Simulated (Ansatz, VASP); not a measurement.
## Ti in VASP and in Ansatz

```
Ti
1.0
     2.95000    0.00000    0.00000
    -1.47500    2.55477    0.00000
     0.00000    0.00000    4.68000
Ti
2
Cartesian
  1.4750 0.8516 3.5100
  0.0000 1.7032 1.1700
```

Alike in both runs: task single point; functional PBE; k mesh 10 × 10 × 6; occupations gaussian, width 0.028 eV; no spin polarisation.

|  | VASP | Ansatz |
| --- | --- | --- |
| version | VASP 6.6.1 | Ansatz 0.2.0 |
| potentials or method | VASP PAW PBE potentials, release 64 (Ti_sv) | Ansatz PAW |
| plane-wave cutoff (eV) | 520 | 420 |
| valence electrons in the cell | 24 | 24 |

```tsv
	VASP	Ansatz	Ansatz less VASP
gap on the k mesh at the Fermi level (eV)	none	none	-
pressure (GPa)	-1.7	-1.4	+0.23
traceless stress, the component that is largest in VASP (GPa)	-0.17	-0.16	+0.012
```

A gap of «none» marks a metal or a gap that the smearing closes.
